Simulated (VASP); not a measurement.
# SiC (Moissanite) (P6_3mc) in VASP: further runs, part 2 of 2

VASP 6.6.1.

**4. Single point, r2SCAN**

This run uses another cell than the first one, of 10.34 Å³/atom, 1.042 times its volume.

Contents of POSCAR:

```
SiC
1.0
    3.0755120067      0.0000000000      0.0000000000
   -1.5377560033      2.6634715274      0.0000000000
    0.0000000000      0.0000000000      5.0486206967
Si C
2 2
Direct
    0.3333333333      0.6666666667      0.0046022672
    0.6666666667      0.3333333333      0.5046022672
    0.3333333333      0.6666666667      0.3803977328
    0.6666666667      0.3333333333      0.8803977328
```

Contents of INCAR.step1:

```
SYSTEM = SiC
PREC     = Accurate       ! precision mode
ENCUT    = 520            ! plane-wave cutoff, eV
ISMEAR   = -1             ! smearing method
SIGMA    = 0.02           ! smearing width, eV
LREAL    = .False.        ! projectors in reciprocal space
LASPH    = .True.         ! aspherical terms in the spheres
NELM     = 80             ! most SCF steps
NBANDS   = 16             ! bands
GGA      = PE             ! functional
ALGO     = Normal         ! electronic algorithm
EDIFF    = 1E-4           ! SCF threshold, eV
LWAVE    = .True.         ! write WAVECAR
LCHARG   = .False.        ! write CHGCAR
```

Contents of INCAR.step2:

```
SYSTEM = SiC
PREC     = Accurate       ! precision mode
ENCUT    = 520            ! plane-wave cutoff, eV
EDIFF    = 1E-7           ! SCF threshold, eV
ISMEAR   = -1             ! smearing method
SIGMA    = 0.02           ! smearing width, eV
LREAL    = .False.        ! projectors in reciprocal space
LASPH    = .True.         ! aspherical terms in the spheres
NELM     = 80             ! most SCF steps
ALGO     = Normal         ! electronic algorithm
ISIF     = 2              ! what is computed and relaxed
LWAVE    = .False.        ! write WAVECAR
LCHARG   = .False.        ! write CHGCAR
METAGGA  = R2SCAN         ! meta-GGA
LMIXTAU  = .True.       
NBANDS   = 16             ! bands
ISTART   = 1
```

Contents of KPOINTS:

```
regular mesh
0
Gamma
  12 12 6
  0 0 0
```

Potentials or basis: VASP PAW PBE potentials, release 64 (Si, C).

The run is started by

```
$ cat potpaw_PBE.64/Si/POTCAR potpaw_PBE.64/C/POTCAR > POTCAR
$ cp INCAR.step1 INCAR
$ mpirun -np 1 vasp_std > vasp.out
$ cp INCAR.step2 INCAR
$ mpirun -np 1 vasp_std > vasp.out
```

OUTCAR:

```text
SYSTEM = SiC
   PREC = Accurate
   ENCUT = 520
   EDIFF = 1E-7
   ISMEAR = -1
   LREAL = .False.
   LASPH = .True.
   NELM = 80
   ISIF = 2
   METAGGA = R2SCAN
   ISTART = 1

 ion  position               nearest neighbor table
   1  0.333  0.667  0.005-   4 1.88   4 1.88   4 1.88   3 1.90   2 3.09   2 3.09   2 3.09   2 3.09
                             2 3.09   2 3.09
   2  0.667  0.333  0.505-   3 1.88   3 1.88   3 1.88   4 1.90   1 3.09   1 3.09   1 3.09   1 3.09
                             1 3.09   1 3.09
   3  0.333  0.667  0.380-   2 1.88   2 1.88   2 1.88   1 1.90
[... 655 lines left out ...]
 [... further k-points ...]
[... 5 lines left out ...]
  --------------------------------------------------------------------------------------
  -------------------------------------------------------------------------------------
  Total       -0.0603310     -0.0603310     -0.0566097     -0.0000000      0.0000000      0.0000000
  in kB       -2.3372900     -2.3372900     -2.1931228     -0.0000000      0.0000000      0.0000000
  external PRESSURE =      -2.2892343 kB  Pullay stress =       0.0000000 kB

 VOLUME and BASIS-vectors are now :
 -----------------------------------------------------------------------------
  energy-cutoff  :      520.00
  volume of cell :       41.36
      direct lattice vectors                 reciprocal lattice vectors
     3.075512007  0.000000000  0.000000000     0.325149113  0.187724928  0.000000000
    -1.537756003  2.663471527  0.000000000     0.000000000  0.375449855  0.000000000
     0.000000000  0.000000000  5.048620697     0.000000000  0.000000000  0.198073902

 POSITION                                       TOTAL-FORCE (eV/Angst)
 -----------------------------------------------------------------------------------
     -0.00000      1.77565      0.02324         0.000000     -0.000000     -0.000581
      1.53776      0.88782      2.54755        -0.000000      0.000000     -0.000581
     -0.00000      1.77565      1.92048        -0.000000      0.000000      0.000581
      1.53776      0.88782      4.44479        -0.000000      0.000000      0.000581
 -----------------------------------------------------------------------------------
    total drift:                               -0.000000     -0.000000     -0.000113

  FREE ENERGIE OF THE ION-ELECTRON SYSTEM (eV)
  ---------------------------------------------------
  free  energy   TOTEN  =       -38.6379023778 eV

  energy  without entropy=      -38.6379023778  energy(sigma->0) =      -38.63790238
```

It took 6.1 min on 1 thread of AMD EPYC 7R43 (Zen 3), shared host; peak memory 0.15 GiB.

Results:

| Quantity | Value |
| --- | --- |
| Free energy | -38.6379 eV |
| Pressure | -0.2 GPa |
| Band gap on the k mesh | 2.66 eV, indirect (least direct gap 4.48 eV) |

Levels at points of the mesh, in eV from the valence-band top:
```
           k point  band 6  band 7  band 8  band 9  band 10  band 11
(0.00, 0.00, 0.00)   -0.11    0.00    0.00    5.38     6.77     7.19
(0.50, 0.00, 0.00)   -3.48   -3.36   -1.26    3.23     4.66     7.47
(0.00, 0.00, 0.50)   -0.75   -0.75   -0.75    6.50     6.50     7.89
(0.50, 0.00, 0.50)   -2.56   -2.44   -2.44    3.72     3.72     5.79
```

Caveat: the PAW data sets were made with another functional, which shifts forces and pressure a little. A k mesh can miss the band edges.

**5. Single point, r2SCAN**

This run uses another cell than the first one, of 10.34 Å³/atom, 1.042 times its volume.

Contents of POSCAR:

```
SiC
1.0
    3.0755120100      0.0000000000      0.0000000000
   -1.5377560000      2.6634715300      0.0000000000
    0.0000000000      0.0000000000      5.0486207000
Si C
2 2
Direct
    0.3333333300      0.6666666700      0.0046022700
    0.6666666700      0.3333333300      0.5046022700
    0.3333333300      0.6666666700      0.3803977300
    0.6666666700      0.3333333300      0.8803977300
```

Contents of INCAR.step1:

```
ALGO = Normal
EDIFF = 1E-4
ENCUT = 520
GGA = PE
ISMEAR = -1
LASPH = T
LCHARG = F
LREAL = F
LWAVE = T
NBANDS = 16
NELM = 60
PREC = Accurate
SIGMA = 0.02
```

Contents of INCAR.step2:

```
ALGO = Normal
EDIFF = 1E-6
ENCUT = 520
ISIF = 2
ISMEAR = -1
ISTART = 1
LASPH = T
LCHARG = T
LELF = T
LMIXTAU = T
LREAL = F
LVHAR = T
LWAVE = F
METAGGA = R2SCAN
NBANDS = 16
NELM = 60
PREC = Accurate
SIGMA = 0.02
```

Contents of KPOINTS:

```
k-points
0
Gamma
  12 12 6
```

Potentials or basis: VASP PAW PBE potentials, release 64 (Si, C).

The run is started by

```
$ cat potpaw_PBE.64/Si/POTCAR potpaw_PBE.64/C/POTCAR > POTCAR
$ cp INCAR.step1 INCAR
$ mpirun -np 1 vasp_std > vasp.out
$ cp INCAR.step2 INCAR
$ mpirun -np 1 vasp_std > vasp.out
```

OUTCAR:

```text
EDIFF = 1E-6
   ENCUT = 520
   ISIF = 2
   ISMEAR = -1
   ISTART = 1
   LASPH = T
   LREAL = F
   METAGGA = R2SCAN
   NELM = 60
   PREC = Accurate

 ion  position               nearest neighbor table
   1  0.333  0.667  0.005-   4 1.88   4 1.88   4 1.88   3 1.90   2 3.09   2 3.09   2 3.09   2 3.09
                             2 3.09   2 3.09
   2  0.667  0.333  0.505-   3 1.88   3 1.88   3 1.88   4 1.90   1 3.09   1 3.09   1 3.09   1 3.09
                             1 3.09   1 3.09
   3  0.333  0.667  0.380-   2 1.88   2 1.88   2 1.88   1 1.90
   4  0.667  0.333  0.880-   1 1.88   1 1.88   1 1.88   2 1.90

  LATTYP: Found a hexagonal cell.
 ALAT       =     3.0755120100
 C/A-ratio  =     1.6415545391

  Lattice vectors:

 A1 = (   3.0755120100,   0.0000000000,   0.0000000000)
 A2 = (  -1.5377560000,   2.6634715300,   0.0000000000)
 A3 = (   0.0000000000,   0.0000000000,   5.0486207000)

Analysis of symmetry for initial positions (statically):
=====================================================================
 Subroutine PRICEL returns:
 Original cell was already a primitive cell.
[... 172 lines left out ...]
  free energy    TOTEN  =       -38.63790787 eV

  energy without entropy =      -38.63790787  energy(sigma->0) =      -38.63790787

 E-fermi :   8.5395     XC(G=0): -11.9282

 val. band max:        8.1435766548   @ k =   0.0000   0.0000   0.0000
 cond. band min:      10.8021886023   @ k =   0.3333   0.3333   0.0000
 fundamental gap:      2.6586119475
 Fermi energy:         8.5395134378

 k-point     1 :       0.0000    0.0000    0.0000
  band No.  band energies     occupation
      1      -8.2098      2.00000
      2      -4.5835      2.00000
      3      -0.8478      2.00000
      4       6.7584      2.00000
      5       6.7584      2.00000
      6       8.0296      2.00000
[... 433 lines left out ...]
      3       0.5493      2.00000
      4       2.3124      2.00000
      5       3.1568      2.00000
      6       5.1605      2.00000
[... 8 lines left out ...]
     15      20.3447      0.00000
     16      21.0723      0.00000

 [... further k-points ...]
[... 5 lines left out ...]
  --------------------------------------------------------------------------------------
  -------------------------------------------------------------------------------------
  Total       -0.0594062     -0.0594062     -0.0557320     -0.0000000      0.0000000      0.0000000
  in kB       -2.3014646     -2.3014646     -2.1591207     -0.0000000      0.0000000      0.0000000
  external PRESSURE =      -2.2540167 kB  Pullay stress =       0.0000000 kB

 VOLUME and BASIS-vectors are now :
 -----------------------------------------------------------------------------
  energy-cutoff  :      520.00
  volume of cell :       41.36
      direct lattice vectors                 reciprocal lattice vectors
     3.075512010  0.000000000  0.000000000     0.325149112  0.187724927  0.000000000
    -1.537756000  2.663471530  0.000000000     0.000000000  0.375449855  0.000000000
     0.000000000  0.000000000  5.048620700     0.000000000  0.000000000  0.198073902

 POSITION                                       TOTAL-FORCE (eV/Angst)
 -----------------------------------------------------------------------------------
     -0.00000      1.77565      0.02324        -0.000000     -0.000000     -0.000586
      1.53776      0.88782      2.54755         0.000000      0.000000     -0.000586
     -0.00000      1.77565      1.92048        -0.000000      0.000000      0.000586
      1.53776      0.88782      4.44479         0.000000      0.000000      0.000586
 -----------------------------------------------------------------------------------
    total drift:                               -0.000004      0.000002     -0.000135

  FREE ENERGIE OF THE ION-ELECTRON SYSTEM (eV)
  ---------------------------------------------------
  free  energy   TOTEN  =       -38.6379078737 eV

  energy  without entropy=      -38.6379078737  energy(sigma->0) =      -38.63790787
```

Wall time 5.3 min (1 thread of AMD EPYC 7R43 (Zen 3), shared host); peak memory 0.14 GiB.

Results:

```yaml
Free_energy: -38.6379 eV
Pressure: -0.2 GPa
Band_gap_on_the_k_mesh: 2.66 eV, indirect (least direct gap 4.48 eV)
```

Caveat: the PAW data sets were made with another functional, which shifts forces and pressure a little.

**6. Single point, r2SCAN**

This run uses another cell than the first one, of 10.34 Å³/atom, 1.042 times its volume.

Contents of POSCAR:

```
SiC
1.0
    3.0755120098     -0.0000000029      0.0000000000
   -1.5377560024      2.6634715316      0.0000000000
    0.0000000000      0.0000000000      5.0486207000
Si C
2 2
Direct
    0.3333333333      0.6666666667      0.0046022700
    0.6666666667      0.3333333333      0.5046022700
    0.3333333333      0.6666666667      0.3803977300
    0.6666666667      0.3333333333      0.8803977300
```

Contents of INCAR.step1:

```
PREC     = Accurate       # precision mode
ENCUT    = 520            # plane-wave cutoff, eV
ISMEAR   = -1             # smearing method
SIGMA    = 0.02           # smearing width, eV
LREAL    = F              # projectors in reciprocal space
LASPH    = T              # aspherical terms in the spheres
NELM     = 60             # most SCF steps
NBANDS   = 16             # bands
GGA      = PE             # functional
ALGO     = Normal         # electronic algorithm
EDIFF    = 1E-4           # SCF threshold, eV
LWAVE    = T              # write WAVECAR
LCHARG   = F              # write CHGCAR
```

Contents of INCAR.step2:

```
PREC     = Accurate       # precision mode
ENCUT    = 520            # plane-wave cutoff, eV
EDIFF    = 1E-6           # SCF threshold, eV
ISMEAR   = -1             # smearing method
SIGMA    = 0.02           # smearing width, eV
LREAL    = F              # projectors in reciprocal space
LASPH    = T              # aspherical terms in the spheres
NELM     = 60             # most SCF steps
ALGO     = Normal         # electronic algorithm
ISIF     = 2              # what is computed and relaxed
LWAVE    = F              # write WAVECAR
LCHARG   = F              # write CHGCAR
METAGGA  = R2SCAN         # meta-GGA
LMIXTAU  = T            
NBANDS   = 16             # bands
ISTART   = 1
```

Contents of KPOINTS:

```
regular mesh
0
Gamma
  12 12 6
```

Potentials or basis: VASP PAW PBE potentials, release 64 (Si, C).

The run is started by

```
$ cat potpaw_PBE.64/Si/POTCAR potpaw_PBE.64/C/POTCAR > POTCAR
$ cp INCAR.step1 INCAR
$ mpirun -np 1 vasp_std > vasp.out
$ cp INCAR.step2 INCAR
$ mpirun -np 1 vasp_std > vasp.out
```

Wall time 4.9 min (1 thread of AMD EPYC 7R43 (Zen 3), shared host); peak memory 0.15 GiB.

It converged, with:

```
Free energy            : -38.6379 eV
Pressure               : -0.2 GPa
Band gap on the k mesh : 2.66 eV, indirect (least direct gap 4.48 eV)
```

Levels at points of the mesh, in eV from the valence-band top:
```tsv
k point	band 6	band 7	band 8	band 9	band 10	band 11
(0.00, 0.00, 0.00)	-0.11	0.00	0.00	5.38	6.77	7.19
(0.50, 0.00, 0.00)	-3.48	-3.36	-1.26	3.23	4.66	7.47
(0.00, 0.00, 0.50)	-0.75	-0.75	-0.75	6.50	6.50	7.89
(0.50, 0.00, 0.50)	-2.56	-2.44	-2.44	3.72	3.72	5.79
```

Caveat: the PAW data sets were made with another functional, which shifts forces and pressure a little. A k mesh can miss the band edges.

**7. Overview**

```tsv
cell	gap on the mesh (eV)	pressure (GPa)
a = 3.034, b = 3.034, c = 4.980 Å, angles 90.0, 90.0, 120.0°, 4 atoms	2.60	9.8
a = 3.055, b = 3.055, c = 5.015 Å, angles 90.0, 90.0, 120.0°, 4 atoms	2.63	4.5
a = 3.076, b = 3.076, c = 5.049 Å, angles 90.0, 90.0, 120.0°, 4 atoms	2.66	-0.2
```

Alike in all rows: task single point; level r2SCAN; potentials or basis VASP PAW PBE potentials, release 64 (Si, C); no spin polarisation; k mesh 12 × 12 × 6; cutoff (eV) 520; smearing fermi-dirac 0.02 eV.

Caveats: the PAW data sets were made with another functional, which shifts forces and pressure a little.

Total energies depend on the potentials used, so only differences within one code and one set of settings carry meaning.
